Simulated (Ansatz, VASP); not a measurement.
BeTe in VASP and in Ansatz

```xyz
2
Lattice="0.0000 2.8243 2.8243 2.8243 0.0000 2.8243 2.8243 2.8243 0.0000" Properties=species:S:1:pos:R:3 pbc="T T T"
Te    4.2365    4.2365    4.2365
Be    0.0000    0.0000    0.0000
```

Alike in both runs: task single point; functional PBEsol; dispersion D3(BJ); k mesh 8 × 8 × 8; occupations fermi-dirac, width 0.05 eV; no spin polarisation.

|  | VASP | Ansatz |
| --- | --- | --- |
| version | VASP 6.6.1 | Ansatz 0.2.0 |
| potentials or method | VASP PAW PBE potentials, release 64 (Te, Be) | Ansatz PAW |
| plane-wave cutoff (eV) | 520 | 420 |
| valence electrons in the cell | 8 | 18 |

VASP gave:

- gap on the k mesh at the Fermi level (eV): 1.88
- least direct gap on the mesh (eV): 3.61
- pressure (GPa): -3.2

Which values does Ansatz return?

gap on the k mesh at the Fermi level (eV): 1.89; least direct gap on the mesh (eV): 3.63; pressure (GPa): -3.5.

VASP's potentials were made for PBE, not for PBEsol. VASP's potentials hold 8 valence electrons a cell and Ansatz's 18, so a difference there can come from the potentials and not from the codes.

Neither program's run includes spin-orbit coupling.
